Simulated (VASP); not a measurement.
Input of a VASP 6.6.1 run:

The input INCAR:

```
  ALGO = Normal
  EDIFF = 1E-6
  ENCUT = 600
  GGA = PE
  GGA_COMPAT = F
  ISIF = 2
  ISMEAR = -1
  LASPH = T
  LCHARG = F
  LREAL = F
  LWAVE = F
  NBANDS = 15
  NELM = 120
  PREC = Accurate
  SIGMA = 0.15
```

Contents of KPOINTS:

```
k-points
0
Gamma
  12 12 12
```

The input POSCAR:

```
TiC
1.0
    0.0000000000      2.1659000000      2.1659000000
    2.1659000000      0.0000000000      2.1659000000
    2.1659000000      2.1659000000      0.0000000000
Ti C
1 1
Direct
    0.0000000000      0.0000000000      0.0000000000
    0.5000000000      0.5000000000      0.5000000000
```

Potentials or basis: VASP PAW PBE potentials, release 64 (Ti_sv, C).

Run with:

```bash
$ cat potpaw_PBE.64/Ti_sv/POTCAR potpaw_PBE.64/C/POTCAR > POTCAR
$ mpirun -np 1 vasp_std > vasp.out
```

Q: What does it give for the band gap on the k mesh?

A: Zero (band 8 reaches 10.10 eV, above the bottom of band 9 at 9.01 eV).

Q: What does it give for the pressure?

A: 0.4 GPa.
